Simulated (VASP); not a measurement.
Crystal: CdTe.

```
CELL_PARAMETERS angstrom
0.00000 3.27990 3.27990
3.27990 0.00000 3.27990
3.27990 3.27990 0.00000
ATOMIC_POSITIONS crystal
Cd 0.00000 0.00000 0.00000
Te 0.25000 0.25000 0.25000
```

Base run:

* Program: VASP 6.6.1
* Functional: PBE
* Potentials or basis: VASP PAW PBE potentials, release 64 (Cd, Te)
* Cutoff: 520 eV
* k mesh: 4 × 4 × 4
* Occupations: gaussian, width 0.01 eV
* Spin: no spin polarisation

Its results: band gap on the k mesh 0.65 eV, direct; pressure 1.3 GPa.

Problem. The run is repeated on the same cell with these changes: functional from PBE to PBE-based screened hybrid. What comes out?

Solution. Band gap on the k mesh 0.80 eV, direct; pressure 1.1 GPa.

Caveats: spin-orbit coupling is left out, which moves the levels of the heavy elements; the PAW data sets were made with another functional, which shifts forces and pressure a little (some runs).

